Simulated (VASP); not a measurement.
The system is PbS (Galena).

```
CELL_PARAMETERS angstrom
0.00000 2.96575 2.96575
2.96575 0.00000 2.96575
2.96575 2.96575 0.00000
ATOMIC_POSITIONS crystal
Pb 0.00000 0.00000 0.00000
S 0.50000 0.50000 0.50000
```

Base run:

```yaml
Program: VASP 6.6.1
Functional: PBE
Potentials_or_basis: VASP PAW PBE potentials, release 64 (Pb_d, S)
Cutoff: 500 eV
k_mesh: 7 × 7 × 7
Occupations: gaussian, width 0.01 eV
Spin: no spin polarisation
```

Its results: pressure 2.1 GPa.

Task: The run is repeated on the same cell with these changes: dispersion from none to D4. What comes out?

Result: Pressure 0.0 GPa.

Dispersion adds attraction, which lowers the pressure at fixed volume and, as a term added to the energy, leaves the levels alone.

Caveats: spin-orbit coupling is left out, which moves the levels of the heavy elements.
